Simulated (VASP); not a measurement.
The system is Li.

```xyz
2
Lattice="0.0000 3.0400 3.0400 3.0400 0.0000 3.0400 3.0400 3.0400 0.0000" Properties=species:S:1:pos:R:3 pbc="T T T"
Li    0.0000    0.0000    0.0000
Li    1.5200    1.5200    1.5200
```

This isn't the form of Li at room conditions, which is bcc.

| Quantity | Value |
| --- | --- |
| Program | VASP 6.6.1 |
| Task | relaxation of cell and atoms |
| Functional | PBEsol |
| Potentials or basis | VASP PAW PBE potentials, release 64 (Li_sv) |
| Cutoff | 600 eV |
| k mesh | 12 × 12 × 12 |
| Occupations | fermi-dirac, width 0.1 eV |
| Spin | no spin polarisation |

At the start: pressure -0.5 GPa; volume 28.09 Å³/atom.

Question: How do energy, volume and symmetry change on relaxing?

Answer: Over 4 steps the energy falls by 5.8 meV/atom and the volume is 24.36 Å³/atom (-13.3 %); space group Fd-3m (No. 227, to 0.1 Å) before and after.

The path:
```csv
step,energy change (eV),largest force (eV/Å),pressure (GPa),volume (Å³)
1,0.0000,0.0000,-0.55,56.19
2,-0.0026,0.0000,-0.50,55.41
3,-0.0085,0.0000,-0.33,53.11
4,-0.0116,0.0000,0.13,48.71
```

Final structure:
```
Li
1.0
     0.00000    2.89866    2.89866
     2.89866    0.00000    2.89866
     2.89866    2.89866    0.00000
Li
2
Direct
  0.00000 0.00000 0.00000
  0.25000 0.25000 0.25000
```

Caveat: the cutoff is under 1.25 times the usual one of these potentials, so pressure, stress and relaxed cells hold a basis-set (Pulay) error; the PAW data sets were made with another functional, which shifts forces and pressure a little.
